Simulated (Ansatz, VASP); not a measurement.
One calculation of PtS2, two programs

File POSCAR:

```
PtS2
1.0
    3.5526415803      0.0000000000      0.0000000000
   -1.7763207902      3.0766778591      0.0000000000
    0.0000000000      0.0000000000      5.1227110450
Pt S
1 2
Direct
    0.0000000000      0.0000000000      0.0000000000
    0.3333333333      0.6666666667      0.2392599773
    0.6666666667      0.3333333333      0.7607400227
```

INCAR.step1

```
SYSTEM = PtS2
PREC     = Accurate       ! precision mode
ENCUT    = 520            ! plane-wave cutoff, eV
ISMEAR   = 0              ! smearing method
SIGMA    = 0.01           ! smearing width, eV
LREAL    = .False.        ! projectors in reciprocal space
LASPH    = .True.         ! aspherical terms in the spheres
NELM     = 80             ! most SCF steps
NBANDS   = 18             ! bands
GGA      = PE             ! functional
ALGO     = Normal         ! electronic algorithm
EDIFF    = 1E-4           ! SCF threshold, eV
LWAVE    = .True.         ! write WAVECAR
LCHARG   = .False.        ! write CHGCAR
```

The input INCAR.step2:

```
SYSTEM = PtS2
PREC     = Accurate       ! precision mode
ENCUT    = 520            ! plane-wave cutoff, eV
EDIFF    = 1E-7           ! SCF threshold, eV
ISMEAR   = 0              ! smearing method
SIGMA    = 0.01           ! smearing width, eV
LREAL    = .False.        ! projectors in reciprocal space
LASPH    = .True.         ! aspherical terms in the spheres
NELM     = 80             ! most SCF steps
ALGO     = Normal         ! electronic algorithm
ISIF     = 2              ! what is computed and relaxed
LWAVE    = .False.        ! write WAVECAR
LCHARG   = .True.         ! write CHGCAR
METAGGA  = R2SCAN         ! meta-GGA
LMIXTAU  = .True.       
IVDW     = 12             ! dispersion correction
VDW_S6   = 1.0          
VDW_S8   = 0.78981345   
VDW_A1   = 0.49484001   
VDW_A2   = 5.73083694   
LELF     = .True.         ! ELF
LVHAR    = .True.       
NBANDS   = 18             ! bands
ISTART   = 1
```

File KPOINTS:

```
regular mesh
0
Gamma
  6 6 4
  0 0 0
```

Input for Ansatz:

```yaml
crystal:
  lattice:
    - [3.5526415803, 0.0, 0.0]
    - [-1.7763207902, 3.0766778591, 0.0]
    - [0.0, 0.0, 5.122711045]
  atoms:
    - { symbol: Pt, position: [0.0, 0.0, 0.0] }
    - { symbol: S, position: [0.3333333333, 0.6666666667, 0.2392599773] }
    - { symbol: S, position: [0.6666666667, 0.3333333333, 0.7607400227] }
kpoints:
  mp_grid: { grid: [6, 6, 4] }
hamiltonian:
  xc: r2scan
  dispersion: d3bj
scf:
  occupations: { method: fixed }
  n_extra_bands: 4
output:
  forces: true
  stress: true
  eigenvalues: true
```

Alike in both runs: task single point; functional r2SCAN; dispersion D3(BJ); k mesh 6 × 6 × 4; no spin polarisation.

|  | VASP | Ansatz |
| --- | --- | --- |
| version | VASP 6.6.1 | Ansatz 0.2.0 |
| potentials or method | VASP PAW PBE potentials, release 64 (Pt, S) | plane waves |
| plane-wave cutoff (eV) | 520 | 500 |
| occupations | gaussian, width 0.01 eV | fixed |
| valence electrons in the cell | 22 | 30 |

|  | VASP | Ansatz | Ansatz less VASP |
| --- | --- | --- | --- |
| gap on the k mesh at the Fermi level (eV) | 0.98 | 0.99 | +0.005 |
| pressure (GPa) | -0.5 | -0.4 | +0.08 |
| rms of the force components (eV/Å) | 0.020 | 0.018 | -0.0024 |

VASP's potentials were made for PBE, not for r2SCAN. Atom by atom the forces differ by 0.002 eV/Å (rms over components). VASP's potentials hold 22 valence electrons a cell and Ansatz's 30, so a difference there can come from the potentials and not from the codes. Ansatz's warnings: dispersion damping borrowed.

Spin-orbit coupling is off throughout.
